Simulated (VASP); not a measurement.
Crystal: CoSi2.

```
Co Si
1.0
     0.00000    2.67800    2.67800
     2.67800    0.00000    2.67800
     2.67800    2.67800    0.00000
Co Si
1 2
Direct
  0.00000 0.00000 0.00000
  0.75000 0.75000 0.75000
  0.25000 0.25000 0.25000
```

Base run:

```yaml
Program: VASP 6.6.1
Functional: PBE
Potentials_or_basis: VASP PAW PBE potentials, release 64 (Co, Si)
Cutoff: 520 eV
k_mesh: 7 × 7 × 7
Occupations: fermi-dirac, width 0.05 eV
Spin: collinear spin, ferromagnetic start
Starting_moments: "[2.0, 0.0, 0.0] μB"
Fixed_moment: 2 μB
```

Its results: pressure 14.3 GPa; site moments Co +1.25; Si +0.16 μB.

The run is repeated on the same cell with these changes: fixed moment from 2 μB to 1.5 μB; moments at the start from [2.0, 0.0, 0.0] to [1.5, 0.0, 0.0]. What comes out?

Pressure 9.8 GPa; site moments Co +0.94; Si +0.12 μB.

Caveats: the total moment is fixed, so each spin has its own Fermi level.
